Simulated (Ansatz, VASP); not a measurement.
InBiO: VASP beside Ansatz

```
CELL_PARAMETERS angstrom
3.49513 0.00000 0.00000
0.00000 4.38797 0.00000
0.00000 0.00000 5.61690
ATOMIC_POSITIONS crystal
In 0.50000 0.00000 0.50000
Bi 0.00000 0.00000 0.00000
O 0.00000 0.50000 0.00000
```

Alike in both runs: functional PBE; k mesh 14 × 10 × 8; occupations gaussian, width 0.1 eV; no spin polarisation.

Ansatz relaxed the structure, and its values are those at the end. VASP's run is a single point on that final structure, the one shown.

|  | VASP | Ansatz |
| --- | --- | --- |
| version | VASP 6.6.1 | Ansatz 0.2.0 |
| potentials or method | VASP PAW PBE potentials, release 64 (In_d, Bi_d, O), cutoff 520 eV | scalar-relativistic, plane waves, PAW |
| valence electrons in the cell | 34 | 34 |

```csv
,VASP,Ansatz,Ansatz less VASP
gap on the k mesh at the Fermi level (eV),none,none,-
pressure (GPa),0.0,0.0,-0.02
```

A gap of «none» marks a metal or a gap that the smearing closes.

Spin-orbit coupling is off throughout.
